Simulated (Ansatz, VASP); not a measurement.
# Two plane-wave programs on BeS

Contents of POSCAR:

```
BeS
1.0
    0.0000000000      2.3573821523      2.4922205026
    2.3573821523      0.0000000000      2.4922205026
    2.3573821523      2.3573821523      0.0000000000
Be S
1 1
Direct
    0.0000000000      0.0000000000      0.0000000000
    0.2500000000      0.2500000000      0.2500000000
```

The input INCAR.step1:

```
SYSTEM = BeS
PREC = Accurate ; ENCUT = 520
EDIFF = 1E-5 ; ISMEAR = 0
SIGMA = 0.01 ; LREAL = .FALSE.
LASPH = .TRUE. ; NELM = 60
ALGO = Normal ; ISIF = 2
LWAVE = .TRUE. ; LCHARG = .FALSE.
NBANDS = 11 ; GGA = PE
```

File INCAR.step2:

```
SYSTEM = BeS
PREC = Accurate ; ENCUT = 520
EDIFF = 1E-6 ; ISMEAR = 0
SIGMA = 0.01 ; LREAL = .FALSE.
LASPH = .TRUE. ; NELM = 60
ALGO = Normal ; ISIF = 2
LWAVE = .FALSE. ; LCHARG = .FALSE.
GGA = PE ; LHFCALC = .TRUE.
HFSCREEN = 0.2079 ; PRECFOCK = Normal
NBANDS = 11 ; ISTART = 1
```

KPOINTS

```
regular mesh
0
G
  6 6 6
  0 0 0
```

Input for Ansatz:

```yaml
crystal:
  lattice:
    - [0.0, 2.3573821523, 2.4922205026]
    - [2.3573821523, 0.0, 2.4922205026]
    - [2.3573821523, 2.3573821523, 0.0]
  atoms:
    - { symbol: Be, position: [0.0, 0.0, 0.0] }
    - { symbol: S, position: [0.25, 0.25, 0.25] }
kpoints:
  mp_grid: { grid: [6, 6, 6] }
  band_path:
    path:
      - [0.0, 0.0, 0.0]
      - [-0.5, -0.5, 0.0]
      - [-0.375, -0.375, 0.25]
      - [-0.375, 0.0, 0.375]
      - [0.0, 0.0, 0.5]
      - [-0.5, -0.25, 0.25]
      - [-0.0375, 0.0, 0.0375]
      - [0.0, 0.5, 0.5]
    npoints: 1
hamiltonian:
  xc: hse06
scf:
  occupations: { method: fixed }
  n_extra_bands: 4
output:
  forces: true
  stress: true
  eigenvalues: true
  write_density: true
  write_potential: true
  elf: true
  volumetric_format: npy
```

Change from the starting cell: epitaxial_xy strain -3.2%.

Alike in both runs: task single point; functional HSE06; k mesh 6 × 6 × 6; no spin polarisation.

```csv
,VASP,Ansatz
version,VASP 6.6.1,Ansatz 0.2.0
potentials or method,"VASP PAW PBE potentials, release 64 (Be, S)","plane waves, PAW"
plane-wave cutoff (eV),520,420
occupations,"gaussian, width 0.01 eV",fixed
valence electrons in the cell,8,8
```

```csv
,VASP,Ansatz,Ansatz less VASP
gap on the k mesh at the Fermi level (eV),3.72,3.73,+0.009
pressure (GPa),3.1,3.2,+0.16
"traceless stress, the component that is largest in VASP (GPa)",-4.29,-4.29,-0.003
```

Ansatz's warnings: stress exchange threshold loose, stress scf threshold loose.
